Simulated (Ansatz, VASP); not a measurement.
## KZnF3: VASP beside Ansatz

```xyz
5
Lattice="4.0476 0.0000 0.0000 0.0000 4.0476 0.0000 0.0000 0.0000 4.0476" Properties=species:S:1:pos:R:3 pbc="T T T"
K     0.0000    0.0000    0.0000
Zn    2.0238    2.0238    2.0238
F     2.0238    2.0238    0.0000
F     0.0000    2.0238    2.0238
F     2.0238    0.0000    2.0238
```

Alike in both runs: functional r2SCAN; k mesh 6 × 6 × 6; occupations fermi-dirac, width 0.02 eV; no spin polarisation.

Ansatz relaxed the structure, and its values are those at the end. VASP's run is a single point on that final structure, the one shown.

```csv
,VASP,Ansatz
version,VASP 6.6.1,Ansatz 0.2.0
potentials or method,"VASP PAW PBE potentials, release 64 (K_sv, Zn, F), cutoff 520 eV",PAW plane waves
valence electrons in the cell,42,42
```

```csv
,VASP,Ansatz,Ansatz less VASP
gap on the k mesh at the Fermi level (eV),4.58,4.63,+0.047
pressure (GPa),0.2,0.0,-0.19
```

VASP's potentials were made for PBE, not for r2SCAN.
